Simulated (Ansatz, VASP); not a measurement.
Two plane-wave programs on Pd

INCAR

```
AGGAC = 1.0 ; AGGAX = 1.0
ALDAC = 0.0 ; ALDAX = 1.0
ALGO = Normal ; EDIFF = 1E-6
ENCUT = 520 ; GGA = B5
ISIF = 2 ; ISMEAR = -1
ISPIN = 2 ; LASPH = True
LCHARG = True ; LELF = True
LMAXMIX = 4 ; LORBIT = 11
LREAL = False ; LVHAR = True
LWAVE = False ; MAGMOM = 0.5 -0.5
NBANDS = 21 ; NELM = 150
PREC = Accurate ; SIGMA = 0.05
```

File KPOINTS:

```
k-points
0
Gamma
  16 16 16
```

The input POSCAR:

```
Pd
1.0
    3.2042064456      0.0000000000      0.0000000000
    0.0000000000      3.2042064456      0.0000000000
    0.0000000000      0.0000000000      3.2042064456
Pd
2
Direct
    0.0000000000      0.0000000000      0.0000000000
    0.5000000000      0.5000000000      0.5000000000
```

Input for Ansatz:

```yaml
crystal:
  lattice:
    - [3.2042064456, 0.0, 0.0]
    - [0.0, 3.2042064456, 0.0]
    - [0.0, 0.0, 3.2042064456]
  atoms:
    - { symbol: Pd, position: [0.0, 0.0, 0.0], spin: 0.5 }
    - { symbol: Pd, position: [0.5, 0.5, 0.5], spin: -0.5 }
hamiltonian:
  xc: blyp
  pseudopotentials:
    kind: paw
    azcp:
      Pd: "pseudopotentials/Pd.paw.azcp"
basis:
  ecutwfc: 420
  fft_grid_basis: typed
kpoints:
  mp_grid: { grid: [16, 16, 16], shift: [0, 0, 0] }
magnetization:
  spin_polarized: true
scf:
  occupations: { method: fermi_dirac, width: 0.05 }
```

Alike in both runs: task single point; functional BLYP; k mesh 16 × 16 × 16; occupations fermi-dirac, width 0.05 eV; collinear spin.

|  | VASP | Ansatz |
| --- | --- | --- |
| version | VASP 6.6.1 | Ansatz 0.2.0 |
| potentials or method | VASP PAW PBE potentials, release 64 (Pd), cutoff 520 eV | plane waves (420 eV) with PAW, scalar-relativistic |
| valence electrons in the cell | 20 | 36 |

|  | VASP | Ansatz | Ansatz less VASP |
| --- | --- | --- | --- |
| net moment per atom (μB) | 0.00 | 0.00 | 0.000 |

VASP's potentials were made for PBE, not for BLYP. VASP's potentials hold 20 valence electrons a cell and Ansatz's 36, so a difference there can come from the potentials and not from the codes. Ansatz's warnings: seeded moment not kept.
